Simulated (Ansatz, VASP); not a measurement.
# One calculation of K3I2Br, two programs

```
CELL_PARAMETERS angstrom
4.47550 0.00000 0.00000
-2.23775 3.87590 0.00000
0.00000 0.00000 12.03080
ATOMIC_POSITIONS crystal
K 0.00000 0.00000 0.50000
K 0.33333 0.66667 0.15010
K 0.66667 0.33333 0.84990
I 0.33333 0.66667 0.67502
I 0.66667 0.33333 0.32498
Br 0.00000 0.00000 0.00000
```

Alike in both runs: task relaxation of the atoms; functional LDA; k mesh 6 × 6 × 2; occupations gaussian, width 0.05 eV; no spin polarisation.

|  | VASP | Ansatz |
| --- | --- | --- |
| version | VASP 6.6.1 | Ansatz 0.2.0 |
| potentials or method | VASP PAW LDA potentials, release 64 (K_sv, I, Br), cutoff 520 eV | scalar-relativistic, plane waves, PAW |
| valence electrons in the cell | 48 | 68 |

|  | VASP | Ansatz | Ansatz less VASP |
| --- | --- | --- | --- |
| gap on the k mesh at the Fermi level, each at its own relaxed structure (eV) | 3.67 | 3.67 | -0.003 |

LDA's correlation is that of Perdew and Zunger in VASP and of Perdew and Wang (1992) in Ansatz. VASP's potentials hold 48 valence electrons a cell and Ansatz's 68, so a difference there can come from the potentials and not from the codes. Ansatz's warnings: stress scf threshold loose.

Neither program's run includes spin-orbit coupling.
